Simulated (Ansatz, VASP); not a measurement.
One calculation of Tc, two programs

```xyz
2
Lattice="2.7581 0.0000 0.0000 -1.3791 2.3886 0.0000 0.0000 0.0000 4.4271" Properties=species:S:1:pos:R:3 pbc="T T T"
Tc    1.3791    0.7962    3.3203
Tc    0.0000    1.5924    1.1068
```

Alike in both runs: task single point; functional LDA; k mesh 11 × 11 × 6; occupations fermi-dirac, width 0.05 eV; no spin polarisation.

|  | VASP | Ansatz |
| --- | --- | --- |
| version | VASP 6.6.1 | Ansatz 0.2.0 |
| potentials or method | VASP PAW LDA potentials, release 64 (Tc_pv) | Ansatz PAW earlier set |
| plane-wave cutoff (eV) | 520 | 500 |
| valence electrons in the cell | 26 | 30 |

Ansatz gave:

- gap on the k mesh at the Fermi level (eV): none
- pressure (GPa): -17.4
- traceless stress, the component that is largest in VASP (GPa): -0.40

What did VASP give for the same quantities?

gap on the k mesh at the Fermi level (eV): none; pressure (GPa): -17.3; traceless stress, the component that is largest in VASP (GPa): -0.45.

LDA's correlation is that of Perdew and Zunger in VASP and of Perdew and Wang (1992) in Ansatz. A gap of «none» marks a metal or a gap that the smearing closes. VASP's potentials hold 26 valence electrons a cell and Ansatz's 30, so a difference there can come from the potentials and not from the codes.
